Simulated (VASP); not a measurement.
# ZrCu in VASP: a series of runs

Runs on ZrCu. Level: LDA. Tasks: single point.

Everything below comes from runs of VASP 6.6.1. Logs are shortened: lines on timing, memory, paths and dates and some standing lists are left out, and cuts for length are marked.

## Step 1: The cell of the first run

Symmetry: Pm-3m, No. 221, cubic system. The conventional cell has a = 3.253 Å, b = 3.253 Å, c = 3.253 Å, α = 90.00°, β = 90.00°, γ = 90.00°. Within 3.7 Å of Zr (site symmetry m-3m) lie 8 Cu at 2.82 Å and 6 Zr at 3.25 Å. Within 3.7 Å of Cu (site symmetry m-3m) lie 8 Zr at 2.82 Å and 6 Cu at 3.25 Å.

## Step 2: Single point, LDA

File INCAR:

```
SYSTEM = ZrCu
PREC = Accurate
ENCUT = 520
EDIFF = 1E-6
ISMEAR = -1
SIGMA = 0.05
LREAL = .FALSE.
LASPH = .TRUE.
NELM = 100
ALGO = Normal
ISIF = 2
LWAVE = .FALSE.
LCHARG = .FALSE.
GGA = CA
NBANDS = 18
```

File KPOINTS:

```
regular mesh
0
G
  11 11 11
  0 0 0
```

File POSCAR:

```
ZrCu
1.0
    3.2526640000      0.0000000000      0.0000000000
    0.0000000000      3.2526640000      0.0000000000
    0.0000000000      0.0000000000      3.2526640000
Zr Cu
1 1
Direct
    0.5000000000      0.5000000000      0.5000000000
    0.0000000000      0.0000000000      0.0000000000
```

Potentials or basis: VASP PAW LDA potentials, release 64 (Zr_sv, Cu).

Run with:

```bash
$ cat potpaw_LDA.64/Zr_sv/POTCAR potpaw_LDA.64/Cu/POTCAR > POTCAR
$ mpirun -np 1 vasp_std > vasp.out
```

OUTCAR:

```text
SYSTEM = ZrCu
   PREC = Accurate
   ENCUT = 520
   EDIFF = 1E-6
   ISMEAR = -1
   LREAL = .FALSE.
   LASPH = .TRUE.
   NELM = 100
   ISIF = 2
   GGA = CA

 ion  position               nearest neighbor table
   1  0.500  0.500  0.500-   2 2.82   2 2.82   2 2.82   2 2.82   2 2.82   2 2.82   2 2.82   2 2.82

   2  0.000  0.000  0.000-   1 2.82   1 2.82   1 2.82   1 2.82   1 2.82   1 2.82   1 2.82   1 2.82

  LATTYP: Found a simple cubic cell.
 ALAT       =     3.2526640000

  Lattice vectors:

 A1 = (   3.2526640000,   0.0000000000,   0.0000000000)
 A2 = (   0.0000000000,   3.2526640000,   0.0000000000)
 A3 = (   0.0000000000,   0.0000000000,   3.2526640000)

Analysis of symmetry for initial positions (statically):
=====================================================================
 Subroutine PRICEL returns:
 Original cell was already a primitive cell.

 Routine SETGRP: Setting up the symmetry group for a
 simple cubic supercell.

 Subroutine GETGRP returns: Found 48 space group operations
[... 9 lines left out ...]

 Routine SETGRP: Setting up the symmetry group for a
 simple cubic supercell.

 Subroutine GETGRP returns: Found 48 space group operations
 (whereof 48 operations were pure point group operations)
 out of a pool of 48 trial point group operations.

The dynamic configuration has the point symmetry O_h .

 Subroutine INISYM returns: Found 48 space group operations
 (whereof 48 operations are pure point group operations),
 and found     1 'primitive' translations

----------------------------------------------------------------------------------------

                                     Primitive cell

  volume of cell :      34.4126

  direct lattice vectors                    reciprocal lattice vectors
     3.252664000  0.000000000  0.000000000     0.307440301  0.000000000  0.000000000
     0.000000000  3.252664000  0.000000000     0.000000000  0.307440301  0.000000000
     0.000000000  0.000000000  3.252664000     0.000000000  0.000000000  0.307440301

  length of vectors
     3.252664000  3.252664000  3.252664000     0.307440301  0.307440301  0.307440301

  position of ions in fractional coordinates (direct lattice)
     0.500000000  0.500000000  0.500000000
     0.000000000  0.000000000  0.000000000

  ion indices of the primitive-cell ions
   primitive index   ion index
                 1           1
                 2           2

----------------------------------------------------------------------------------------

 KPOINTS: regular mesh

Automatic generation of k-mesh.
 Grid dimensions read from file:
 generate k-points for:   11   11   11

 Generating k-lattice:

  Cartesian coordinates                     Fractional coordinates (reciprocal lattice)
     0.027949118  0.000000000  0.000000000     0.090909091  0.000000000  0.000000000
     0.000000000  0.027949118  0.000000000     0.000000000  0.090909091  0.000000000
     0.000000000  0.000000000  0.027949118     0.000000000  0.000000000  0.090909091

  Length of vectors
     0.027949118  0.027949118  0.027949118

  Shift w.r.t. Gamma in fractional coordinates (k-lattice)
     0.000000000  0.000000000  0.000000000

 Subroutine IBZKPT returns following result:
 ===========================================

 Found     56 irreducible k-points:

 Following reciprocal coordinates:
            Coordinates               Weight
  0.000000  0.000000  0.000000      1.000000
  0.090909  0.000000  0.000000      6.000000
  0.181818  0.000000  0.000000      6.000000
  0.272727  0.000000  0.000000      6.000000
  0.363636  0.000000  0.000000      6.000000
  0.454545  0.000000  0.000000      6.000000
[... 16 lines left out ...]
  0.181818  0.090909  0.090909     24.000000
  0.272727  0.090909  0.090909     24.000000
 [... further k-points ...]
   k-points           NKPTS =     56   k-points in BZ     NKDIM =     56   number of bands    NBANDS=     18
   number of dos      NEDOS =    301   number of ions     NIONS =      2
   total plane-waves  NPLWV =  13824
   dimension x,y,z NGX =    24 NGY =   24 NGZ =   24
   dimension x,y,z NGXF=    48 NGYF=   48 NGZF=   48
   ions per type =               1   1
   NGX,Y,Z   is equivalent  to a cutoff of  12.27, 12.27, 12.27 a.u.
   NGXF,Y,Z  is equivalent  to a cutoff of  24.53, 24.53, 24.53 a.u.
 SYSTEM =  ZrCu
   PREC   = accura    normal or accurate (medium, high low for compatibility)
   ISTART =      0    job   : 0-new  1-cont  2-samecut
   ICHARG =      2    charge: 1-file 2-atom 10-const
   ISPIN  =      1    spin polarized calculation?
   LNONCOLLINEAR =      F non collinear calculations
   LSORBIT =      F    spin-orbit coupling
   LASPH  =      T    aspherical Exc in radial PAW
   ENCUT  =  520.0 eV  38.22 Ry    6.18 a.u.   6.05  6.05  6.05*2*pi/ulx,y,z
   NELM   =    100;   NELMIN=  2; NELMDL= -5     # of ELM steps
   EDIFF  = 0.1E-05   stopping-criterion for ELM
   LREAL  =      F    real-space projection
   EDIFFG = 0.1E-04   stopping-criterion for IOM
   NSW    =      0    number of steps for IOM
   IBRION =     -1    ionic relax: 0-MD 1-quasi-New 2-CG
   NFREE  =      0    steps in history (QN), initial steepest desc. (CG)
   ISIF   =      2    stress and relaxation
   ISYM   =      2    0-nonsym 1-usesym 2-fastsym
   POTIM  = 0.5000    time-step for ionic-motion
   TEBEG  =    0.0;   TEEND  =   0.0 temperature during run
   PSTRESS=    0.0 pullay stress
   NELECT =      23.0000    total number of electrons
   NUPDOWN=      -1.0000    fix difference up-down
   EMIN   =  10.00;   EMAX   =-10.00  energy-range for DOS
   EFERMI =   0.00;   METHOD = LEGACY
   ISMEAR =    -1;   SIGMA  =   0.05  broadening in eV -4-tet -1-fermi 0-gaus
   EFERMI_NEDOS =   21; number of points for ismear=-14 and -15
   IALGO  =     38    algorithm
   IMIX   =      4    mixing-type and parameters
     AMIX     =   0.40;   BMIX     =  1.00
     AMIX_MAG =   1.60;   BMIX_MAG =  1.00
  volume/ion in A,a.u.               =      17.21       116.11
  Fermi-wavevector in a.u.,A,eV,Ry     =   1.431347  2.704853 27.874990  2.048754
  Thomas-Fermi vector in A             =   2.551093
   LORBIT       =      0    0 simple, 1 ext, 2 COOP (PROOUT), +10 PAW based schemes
   GGA     = CA    functional components
   LHFCALC =     F    Hartree Fock is set to
   AEXX    =    0.0000 exact exchange contribution
   IVDW    =     0    specifies the selected vdW correction
   LEPSILON=     F    determine dielectric tensor
   LRPA    =     F    only Hartree local field effects (RPA)
 non-spin polarized calculation
  energy-cutoff  :      520.00
  volume of cell :       34.41
 maximum number of plane-waves:       943
   NGX = 13   NGY = 13   NGZ = 13

 number of electron      22.9999977 magnetization

 Free energy of the ion-electron system (eV)
  ---------------------------------------------------
  ext. energy  EPLUGINS =         0.00000000
  ---------------------------------------------------
  free energy    TOTEN  =       -14.19306092 eV

  energy without entropy =      -14.16931813  energy(sigma->0) =      -14.18118953

 E-fermi :   8.5363     XC(G=0): -12.0233

 val. band max:        8.5198289983   @ k =   0.1818   0.0909   0.0909
 cond. band min:       8.5769063606   @ k =   0.2727   0.1818   0.0000
 fundamental gap:      0.0570773623
 Fermi energy:         8.5363138543

 k-point     1 :       0.0000    0.0000    0.0000
  band No.  band energies     occupation
      1     -40.0055      2.00000
      2     -17.9622      2.00000
      3     -17.9622      2.00000
      4     -17.9622      2.00000
      5       1.3415      2.00000
      6       4.3789      2.00000
[... 10 lines left out ...]
     17      15.4308      0.00000
     18      15.4308      0.00000

 k-point     2 :       0.0909    0.0000    0.0000
  band No.  band energies     occupation
      1     -40.0022      2.00000
      2     -18.0027      2.00000
      3     -17.9589      2.00000
      4     -17.9589      2.00000
      5       1.4956      2.00000
      6       4.4234      2.00000
[... 10 lines left out ...]
     17      16.0000      0.00000
     18      16.0000      0.00000

 k-point     3 :       0.1818    0.0000    0.0000
  band No.  band energies     occupation
      1     -39.9932      2.00000
      2     -18.1100      2.00000
      3     -17.9502      2.00000
      4     -17.9502      2.00000
      5       1.9400      2.00000
      6       4.5486      2.00000
[... 10 lines left out ...]
     17      17.1899      0.00000
     18      17.1899      0.00000

 k-point     4 :       0.2727    0.0000    0.0000
  band No.  band energies     occupation
      1     -39.9815      2.00000
      2     -18.2474      2.00000
      3     -17.9387      2.00000
      4     -17.9387      2.00000
      5       2.6267      2.00000
      6       4.7273      2.00000
[... 10 lines left out ...]
     17      18.5767      0.00000
     18      18.5767      0.00000

 k-point     5 :       0.3636    0.0000    0.0000
  band No.  band energies     occupation
      1     -39.9706      2.00000
      2     -18.3709      2.00000
      3     -17.9281      2.00000
      4     -17.9281      2.00000
      5       3.4792      2.00000
      6       4.9106      2.00000
[... 10 lines left out ...]
     17      19.2847      0.00000
     18      20.0438      0.00000

 k-point     6 :       0.4545    0.0000    0.0000
  band No.  band energies     occupation
      1     -39.9641      2.00000
      2     -18.4431      2.00000
      3     -17.9217      2.00000
      4     -17.9217      2.00000
      5       4.3238      2.00000
      6       4.9438      2.00000
[... 307 lines left out ...]
 k-point    21 :       0.4545    0.4545    0.0000
  band No.  band energies     occupation
      1     -39.9249      2.00000
      2     -18.3696      2.00000
      3     -18.3682      2.00000
      4     -17.8773      2.00000
      5       3.7663      2.00000
      6       4.4202      2.00000
[... 10 lines left out ...]
     17      17.2573      0.00000
     18      17.5287      0.00000

 k-point    22 :       0.0909    0.0909    0.0909
  band No.  band energies     occupation
      1     -39.9955      2.00000
      2     -18.0013      2.00000
      3     -17.9929      2.00000
      4     -17.9929      2.00000
      5       1.7939      2.00000
      6       4.5327      2.00000
[... 10 lines left out ...]
     17      15.8403      0.00000
     18      16.1013      0.00000

 k-point    23 :       0.1818    0.0909    0.0909
  band No.  band energies     occupation
      1     -39.9867      2.00000
      2     -18.1021      2.00000
      3     -17.9883      2.00000
      4     -17.9838      2.00000
      5       2.2176      2.00000
      6       4.6389      2.00000
[... 10 lines left out ...]
     17      16.8686      0.00000
     18      17.0167      0.00000

 k-point    24 :       0.2727    0.0909    0.0909
  band No.  band energies     occupation
      1     -39.9750      2.00000
      2     -18.2379      2.00000
      3     -17.9756      2.00000
      4     -17.9719      2.00000
      5       2.8639      2.00000
      6       4.7883      2.00000
[... 10 lines left out ...]
     17      17.8390      0.00000
     18      18.2664      0.00000

 [... further k-points ...]
[... 5 lines left out ...]
  --------------------------------------------------------------------------------------
  -------------------------------------------------------------------------------------
  Total       -1.4028960     -1.4028960     -1.4028960      0.0000000      0.0000000      0.0000000
  in kB      -65.3158312    -65.3158312    -65.3158312      0.0000000      0.0000000      0.0000000
  external PRESSURE =     -65.3158312 kB  Pullay stress =       0.0000000 kB

 VOLUME and BASIS-vectors are now :
 -----------------------------------------------------------------------------
  energy-cutoff  :      520.00
  volume of cell :       34.41
      direct lattice vectors                 reciprocal lattice vectors
     3.252664000  0.000000000  0.000000000     0.307440301  0.000000000  0.000000000
     0.000000000  3.252664000  0.000000000     0.000000000  0.307440301  0.000000000
     0.000000000  0.000000000  3.252664000     0.000000000  0.000000000  0.307440301

 POSITION                                       TOTAL-FORCE (eV/Angst)
 -----------------------------------------------------------------------------------
      1.62633      1.62633      1.62633         0.000000      0.000000      0.000000
      0.00000      0.00000      0.00000         0.000000      0.000000      0.000000
 -----------------------------------------------------------------------------------
    total drift:                                0.000000      0.000000     -0.000000

  FREE ENERGIE OF THE ION-ELECTRON SYSTEM (eV)
  ---------------------------------------------------
  free  energy   TOTEN  =       -14.1930609201 eV

  energy  without entropy=      -14.1693181329  energy(sigma->0) =      -14.18118953
```

Wall time 14 s (1 thread of AMD EPYC 9R45 (Zen 5), shared host); peak memory 0.12 GiB.

Results:

- Free energy: -14.1931 eV
- Pressure: -6.5 GPa

## Step 3: Single point, LDA

File INCAR:

```
SYSTEM = ZrCu
  ALGO = Normal
  EDIFF = 1E-6
  ENCUT = 520
  GGA = CA
  ISIF = 2
  ISMEAR = -1
  LASPH = .TRUE.
  LCHARG = .FALSE.
  LREAL = .FALSE.
  LWAVE = .FALSE.
  NBANDS = 18
  NELM = 80
  PREC = Accurate
  SIGMA = 0.05
```

File KPOINTS:

```
k-points
0
G
  11 11 11
  0 0 0
```

File POSCAR:

```
ZrCu
1.0
    3.2526640000     -0.0542110667      0.0000000000
   -0.0542110667      3.2526640000      0.0000000000
    0.0000000000      0.0000000000      3.2526640000
Zr Cu
1 1
Direct
    0.5000000000      0.5000000000      0.5000000000
    0.0000000000      0.0000000000      0.0000000000
```

Potentials or basis: VASP PAW LDA potentials, release 64 (Zr_sv, Cu).

Run with:

```bash
$ cat potpaw_LDA.64/Zr_sv/POTCAR potpaw_LDA.64/Cu/POTCAR > POTCAR
$ mpirun -np 1 vasp_std > vasp.out
```

Run time: 49 s. Hardware: 1 thread of AMD EPYC 9R45 (Zen 5), shared host; peak memory 0.21 GiB.

It converged, with:

```yaml
Free_energy: -14.1885 eV
Pressure: -6.5 GPa
```

Stress tensor (GPa, compression positive):
```
-6.46  1.37  0.00
 1.37 -6.46  0.00
 0.00  0.00 -6.50
```

Levels at points of the mesh, in eV from the Fermi level:
```tsv
k point	band 8	band 9	band 10	band 11	band 12	band 13	band 14	band 15	band 16	band 17
(0.00, 0.00, 0.00)	-3.16	-3.10	-3.05	-0.10	-0.10	3.95	3.96	3.98	6.87	6.90
```
